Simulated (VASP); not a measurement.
# Ta in VASP: further runs

Runs on Ta. Level: PBEsol. Tasks: single point.

Program: VASP 6.6.1. These are calculated values, not measurements. Logs are shortened: lines on timing, memory, paths and dates and some standing lists are left out, and cuts for length are marked.

### 1 The cell of the first run

The structure is cubic, space group Im-3m (No. 229). Conventional cell: a = 3.280 Å, b = 3.280 Å, c = 3.280 Å, α = 90.00°, β = 90.00°, γ = 90.00°. Ta (site symmetry m-3m) has 14 Ta at 2.84 to 3.28 Å within 3.7 Å.

### 2 Single point, PBEsol

INCAR

```
SYSTEM = Ta
PREC     = Accurate       ! precision mode
ENCUT    = 520            ! plane-wave cutoff, eV
EDIFF    = 1E-7           ! SCF threshold, eV
ISMEAR   = 0              ! smearing method
SIGMA    = 0.1            ! smearing width, eV
LREAL    = .FALSE.        ! projectors in reciprocal space
LASPH    = .TRUE.         ! aspherical terms in the spheres
NELM     = 100            ! most SCF steps
ALGO     = Fast           ! electronic algorithm
ISIF     = 2              ! what is computed and relaxed
LWAVE    = .FALSE.        ! write WAVECAR
LCHARG   = .FALSE.        ! write CHGCAR
GGA      = PS             ! functional
NBANDS   = 18             ! bands
```

KPOINTS

```
regular mesh
0
G
  16 16 16
  0 0 0
```

POSCAR

```
Ta
1.0
    3.2804820868      0.0000000000      0.0000000000
    0.0000000000      3.2804820868      0.0000000000
    0.0000000000      0.0000000000      3.2804820868
Ta
2
Direct
    0.0000000000      0.0000000000      0.0000000000
    0.5000000000      0.5000000000      0.5000000000
```

Potentials or basis: VASP PAW PBE potentials, release 64 (Ta_pv).

Started as:

```bash
$ cat potpaw_PBE.64/Ta_pv/POTCAR > POTCAR
$ mpirun -np 1 vasp_std > vasp.out
```

OUTCAR:

```text
SYSTEM = Ta
   PREC = Accurate
   ENCUT = 520
   EDIFF = 1E-7
   ISMEAR = 0
   LREAL = .FALSE.
   LASPH = .TRUE.
   NELM = 100
   ISIF = 2
   GGA = PS

 ion  position               nearest neighbor table
   1  0.000  0.000  0.000-   2 2.84   2 2.84   2 2.84   2 2.84   2 2.84   2 2.84   2 2.84   2 2.84

   2  0.500  0.500  0.500-   1 2.84   1 2.84   1 2.84   1 2.84   1 2.84   1 2.84   1 2.84   1 2.84

  LATTYP: Found a simple cubic cell.
 ALAT       =     3.2804820868

  Lattice vectors:

 A1 = (   3.2804820868,   0.0000000000,   0.0000000000)
 A2 = (   0.0000000000,   3.2804820868,   0.0000000000)
 A3 = (   0.0000000000,   0.0000000000,   3.2804820868)

Analysis of symmetry for initial positions (statically):
=====================================================================
 Subroutine PRICEL returns following result:

  LATTYP: Found a body centered cubic cell.
 ALAT       =     3.2804820868

  Lattice vectors:

 A1 = (   1.6402410434,   1.6402410434,  -1.6402410434)
 A2 = (  -1.6402410434,   1.6402410434,   1.6402410434)
 A3 = (   1.6402410434,  -1.6402410434,   1.6402410434)

   2 primitive cells build up your supercell.

 Routine SETGRP: Setting up the symmetry group for a
 simple cubic supercell.

 Subroutine GETGRP returns: Found 48 space group operations
 (whereof 48 operations were pure point group operations)
 out of a pool of 48 trial point group operations.

The static configuration has the point symmetry O_h .

Analysis of symmetry for dynamics (positions and initial velocities):
=====================================================================
 Subroutine PRICEL returns following result:

  LATTYP: Found a body centered cubic cell.
 ALAT       =     3.2804820868

  Lattice vectors:

 A1 = (   1.6402410434,   1.6402410434,  -1.6402410434)
 A2 = (  -1.6402410434,   1.6402410434,   1.6402410434)
 A3 = (   1.6402410434,  -1.6402410434,   1.6402410434)

   2 primitive cells build up your supercell.

 Routine SETGRP: Setting up the symmetry group for a
 simple cubic supercell.

 Subroutine GETGRP returns: Found 48 space group operations
 (whereof 48 operations were pure point group operations)
 out of a pool of 48 trial point group operations.

The dynamic configuration has the point symmetry O_h .

 Subroutine INISYM returns: Found 48 space group operations
 (whereof 48 operations are pure point group operations),
 and found     2 'primitive' translations

----------------------------------------------------------------------------------------

                                     Primitive cell

  volume of cell :      17.6516

  direct lattice vectors                    reciprocal lattice vectors
     1.640241043  1.640241043 -1.640241043     0.304833245  0.304833245  0.000000000
    -1.640241043  1.640241043  1.640241043     0.000000000  0.304833245  0.304833245
     1.640241043 -1.640241043  1.640241043     0.304833245  0.000000000  0.304833245

  length of vectors
     2.840980824  2.840980824  2.840980824     0.431099309  0.431099309  0.431099309

  position of ions in fractional coordinates (direct lattice)
     0.000000000  0.000000000  0.000000000

  ion indices of the primitive-cell ions
   primitive index   ion index
                 1           1

----------------------------------------------------------------------------------------

 KPOINTS: regular mesh

Automatic generation of k-mesh.
 Grid dimensions read from file:
 generate k-points for:   16   16   16

 Generating k-lattice:

  Cartesian coordinates                     Fractional coordinates (reciprocal lattice)
     0.019052078  0.000000000  0.000000000     0.062500000  0.000000000  0.000000000
     0.000000000  0.019052078  0.000000000     0.000000000  0.062500000  0.000000000
     0.000000000  0.000000000  0.019052078     0.000000000  0.000000000  0.062500000

  Length of vectors
     0.019052078  0.019052078  0.019052078

  Shift w.r.t. Gamma in fractional coordinates (k-lattice)
     0.000000000  0.000000000  0.000000000

 Subroutine IBZKPT returns following result:
 ===========================================

 Found    165 irreducible k-points:

 Following reciprocal coordinates:
            Coordinates               Weight
  0.000000  0.000000  0.000000      1.000000
  0.062500  0.000000  0.000000      6.000000
  0.125000  0.000000  0.000000      6.000000
  0.187500  0.000000  0.000000      6.000000
  0.250000  0.000000  0.000000      6.000000
  0.312500  0.000000  0.000000      6.000000
[... 16 lines left out ...]
  0.437500  0.125000  0.000000     24.000000
  0.500000  0.125000  0.000000     12.000000
 [... further k-points ...]
   k-points           NKPTS =    165   k-points in BZ     NKDIM =    165   number of bands    NBANDS=     18
   number of dos      NEDOS =    301   number of ions     NIONS =      2
   total plane-waves  NPLWV =  13824
   dimension x,y,z NGX =    24 NGY =   24 NGZ =   24
   dimension x,y,z NGXF=    48 NGYF=   48 NGZF=   48
   ions per type =               2
   NGX,Y,Z   is equivalent  to a cutoff of  12.16, 12.16, 12.16 a.u.
   NGXF,Y,Z  is equivalent  to a cutoff of  24.33, 24.33, 24.33 a.u.
 SYSTEM =  Ta
   PREC   = accura    normal or accurate (medium, high low for compatibility)
   ISTART =      0    job   : 0-new  1-cont  2-samecut
   ICHARG =      2    charge: 1-file 2-atom 10-const
   ISPIN  =      1    spin polarized calculation?
   LNONCOLLINEAR =      F non collinear calculations
   LSORBIT =      F    spin-orbit coupling
   LASPH  =      T    aspherical Exc in radial PAW
   ENCUT  =  520.0 eV  38.22 Ry    6.18 a.u.   6.10  6.10  6.10*2*pi/ulx,y,z
   NELM   =    100;   NELMIN=  2; NELMDL= -5     # of ELM steps
   EDIFF  = 0.1E-06   stopping-criterion for ELM
   LREAL  =      F    real-space projection
   EDIFFG = 0.1E-05   stopping-criterion for IOM
   NSW    =      0    number of steps for IOM
   IBRION =     -1    ionic relax: 0-MD 1-quasi-New 2-CG
   NFREE  =      0    steps in history (QN), initial steepest desc. (CG)
   ISIF   =      2    stress and relaxation
   ISYM   =      2    0-nonsym 1-usesym 2-fastsym
   POTIM  = 0.5000    time-step for ionic-motion
   TEBEG  =    0.0;   TEEND  =   0.0 temperature during run
   PSTRESS=    0.0 pullay stress
   NELECT =      22.0000    total number of electrons
   NUPDOWN=      -1.0000    fix difference up-down
   EMIN   =  10.00;   EMAX   =-10.00  energy-range for DOS
   EFERMI =   0.00;   METHOD = LEGACY
   ISMEAR =     0;   SIGMA  =   0.10  broadening in eV -4-tet -1-fermi 0-gaus
   EFERMI_NEDOS =   21; number of points for ismear=-14 and -15
   IALGO  =     68    algorithm
   IMIX   =      4    mixing-type and parameters
     AMIX     =   0.40;   BMIX     =  1.00
     AMIX_MAG =   1.60;   BMIX_MAG =  1.00
  volume/ion in A,a.u.               =      17.65       119.12
  Fermi-wavevector in a.u.,A,eV,Ry     =   1.398336  2.642471 26.604046  1.955342
  Thomas-Fermi vector in A             =   2.521504
   LORBIT       =      0    0 simple, 1 ext, 2 COOP (PROOUT), +10 PAW based schemes
   GGA     = PS    functional components
   LHFCALC =     F    Hartree Fock is set to
   AEXX    =    0.0000 exact exchange contribution
   IVDW    =     0    specifies the selected vdW correction
   LEPSILON=     F    determine dielectric tensor
   LRPA    =     F    only Hartree local field effects (RPA)
 non-spin polarized calculation
 RMM-DIIS sequential band-by-band and
 Gauss-broadening in eV      SIGMA  =   0.10
  energy-cutoff  :      520.00
  volume of cell :       35.30
 maximum number of plane-waves:       968
   NGX = 13   NGY = 13   NGZ = 13

 number of electron      22.0000013 magnetization

 Free energy of the ion-electron system (eV)
  ---------------------------------------------------
  ext. energy  EPLUGINS =         0.00000000
  ---------------------------------------------------
  free energy    TOTEN  =       -25.10671840 eV

  energy without entropy =      -25.09273433  energy(sigma->0) =      -25.09972637

 E-fermi :   5.4748     XC(G=0): -12.8322

 val. band max:        5.4723025873   @ k =   0.3125   0.1250   0.0625
 cond. band min:       5.4870660586   @ k =   0.1875   0.1250   0.1250
 fundamental gap:      0.0147634713
 Fermi energy:         5.4748300975

 k-point     1 :       0.0000    0.0000    0.0000
  band No.  band energies     occupation
      1     -28.3371      2.00000
      2     -28.3371      2.00000
      3     -28.3371      2.00000
      4     -27.4606      2.00000
      5     -27.4606      2.00000
      6     -27.4606      2.00000
[... 10 lines left out ...]
     17      12.4931      0.00000
     18      14.3321      0.00000

 k-point     2 :       0.0625    0.0000    0.0000
  band No.  band energies     occupation
      1     -28.3378      2.00000
      2     -28.3285      2.00000
      3     -28.3285      2.00000
      4     -27.4791      2.00000
      5     -27.4687      2.00000
      6     -27.4687      2.00000
[... 10 lines left out ...]
     17      12.3973      0.00000
     18      14.0218      0.00000

 k-point     3 :       0.1250    0.0000    0.0000
  band No.  band energies     occupation
      1     -28.3387      2.00000
      2     -28.3029      2.00000
      3     -28.3029      2.00000
      4     -27.5328      2.00000
      5     -27.4928      2.00000
      6     -27.4928      2.00000
[... 10 lines left out ...]
     17      12.1220      0.00000
     18      13.2609      0.00000

 k-point     4 :       0.1875    0.0000    0.0000
  band No.  band energies     occupation
      1     -28.3370      2.00000
      2     -28.2614      2.00000
      3     -28.2614      2.00000
      4     -27.6155      2.00000
      5     -27.5320      2.00000
      6     -27.5320      2.00000
[... 375 lines left out ...]
      4     -27.9306      2.00000
      5     -27.7342      2.00000
      6     -27.6139      2.00000
[... 10 lines left out ...]
     17      11.0345      0.00000
     18      11.1477      0.00000

 k-point    23 :       0.4375    0.1250    0.0000
  band No.  band energies     occupation
      1     -28.3596      2.00000
      2     -28.2098      2.00000
      3     -27.9678      2.00000
      4     -27.8476      2.00000
      5     -27.8093      2.00000
      6     -27.6860      2.00000
[... 10 lines left out ...]
     17      10.7299      0.00000
     18      10.7952      0.00000

 k-point    24 :       0.5000    0.1250    0.0000
  band No.  band energies     occupation
      1     -28.2949      2.00000
      2     -28.2949      2.00000
      3     -27.8882      2.00000
      4     -27.8882      2.00000
      5     -27.7650      2.00000
      6     -27.7650      2.00000
[... 10 lines left out ...]
     17      10.7226      0.00000
     18      10.7226      0.00000

 [... further k-points ...]
[... 5 lines left out ...]
  --------------------------------------------------------------------------------------
  -------------------------------------------------------------------------------------
  Total        0.0860824      0.0860824      0.0860824     -0.0000000     -0.0000000     -0.0000000
  in kB        3.9067148      3.9067148      3.9067148     -0.0000000     -0.0000000     -0.0000000
  external PRESSURE =       3.9067148 kB  Pullay stress =       0.0000000 kB

 VOLUME and BASIS-vectors are now :
 -----------------------------------------------------------------------------
  energy-cutoff  :      520.00
  volume of cell :       35.30
      direct lattice vectors                 reciprocal lattice vectors
     3.280482087  0.000000000  0.000000000     0.304833245  0.000000000  0.000000000
     0.000000000  3.280482087  0.000000000     0.000000000  0.304833245  0.000000000
     0.000000000  0.000000000  3.280482087     0.000000000  0.000000000  0.304833245

 POSITION                                       TOTAL-FORCE (eV/Angst)
 -----------------------------------------------------------------------------------
      0.00000      0.00000      0.00000        -0.000000     -0.000000     -0.000000
      1.64024      1.64024      1.64024         0.000000      0.000000      0.000000
 -----------------------------------------------------------------------------------
    total drift:                                0.000000      0.000000     -0.000000

  FREE ENERGIE OF THE ION-ELECTRON SYSTEM (eV)
  ---------------------------------------------------
  free  energy   TOTEN  =       -25.1067184048 eV

  energy  without entropy=      -25.0927343270  energy(sigma->0) =      -25.09972637
```

Wall time 2.9 min (1 thread of Intel Xeon 8259CL, shared host); peak memory 0.2 GiB.

What came out:

```
Free energy            : -25.1067 eV
Pressure               : 0.4 GPa
Band gap on the k mesh : zero (bands 11 and 12 overlap by 2.95 eV)
```

Levels at points of the mesh, in eV from the Fermi level:
```
           k point  band 9  band 10  band 11  band 12  band 13  band 14
(0.00, 0.00, 0.00)   -3.92     0.73     0.73     0.73     4.07     4.07
(0.50, 0.00, 0.00)   -1.00    -1.00     1.28     1.28     1.28     1.28
(0.50, 0.50, 0.00)   -1.61    -1.61     1.72     1.72     3.96     3.96
(0.50, 0.50, 0.50)   -1.23    -1.23    -1.23    -1.23     5.20     5.20
```

Caveat: the PAW data sets were made with another functional, which shifts forces and pressure a little; spin-orbit coupling is left out, which moves the levels of the heavy elements.

[end of part 1 of 2]
